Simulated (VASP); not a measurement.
Runs of VASP 6.6.1 on Mg2Sn. The structure is that of space group Fm-3m (No. 225), or close to it. The cells are those of the table. 

```csv
task,level,potentials or basis,cell,k mesh,cutoff (eV),grid for exact exchange (PRECFOCK),screening parameter,gap on the mesh (eV),pressure (GPa),relaxed volume (Å³/atom)
relaxation of cell and atoms,LDA,"VASP PAW LDA potentials, release 64 (Sn_d, Mg)","relaxed from a = 4.819 Å, angles 60.0°, 3 atoms",6 × 6 × 6,600,-,-,none,0.0,(a)
single point,PBEsol,"VASP PAW PBE potentials, release 64 (Sn_d, Mg)","a = 4.770 Å, angles 60.0°, 3 atoms",6 × 6 × 6,600,-,-,none,0.0,-
single point,HSE06,"VASP PAW PBE potentials, release 64 (Sn_d, Mg)","a = 4.780 Å, angles 60.0°, 3 atoms",4 × 4 × 4,520,Normal,0.2079 1/Å,0.17,-0.1,-
single point,LDA,"VASP PAW LDA potentials, release 64 (Sn_d, Mg)","a = 4.780 Å, angles 60.0°, 3 atoms",6 × 6 × 6,600,-,-,none,(b),-
single point,LDA,"VASP PAW LDA potentials, release 64 (Sn_d, Mg)","a = 4.713 Å, angles 60.0°, 3 atoms",6 × 6 × 6,600,-,-,none,-0.3,-
relaxation of cell and atoms,r2SCAN,"VASP PAW PBE potentials, release 64 (Sn_d, Mg)","relaxed from a = 4.819 Å, angles 60.0°, 3 atoms",6 × 6 × 6,660,-,-,0.18,0.0,25.63
single point,PBE,"VASP PAW PBE potentials, release 64 (Sn_d, Mg)","a = 4.819 Å, angles 60.0°, 3 atoms",6 × 6 × 6,600,-,-,none,0.0,-
single point,r2SCAN,"VASP PAW PBE potentials, release 64 (Sn_d, Mg)","a = 4.780 Å, angles 60.0°, 3 atoms",6 × 6 × 6,660,-,-,0.17,-0.2,-
```

Alike in all rows: no spin polarisation; smearing fermi-dirac 0.02 eV.

Question: Estimate the missing entries.

Answer: (a) 24.52; (b) -2.1.

Caveats: spin-orbit coupling is left out, which moves the levels of the heavy elements; the PAW data sets were made with another functional, which shifts forces and pressure a little (some runs).

A k mesh can miss the band edges, and the runs leave out spin-orbit coupling on Sn.

A gap of «none» marks levels without a gap at the run's occupations.
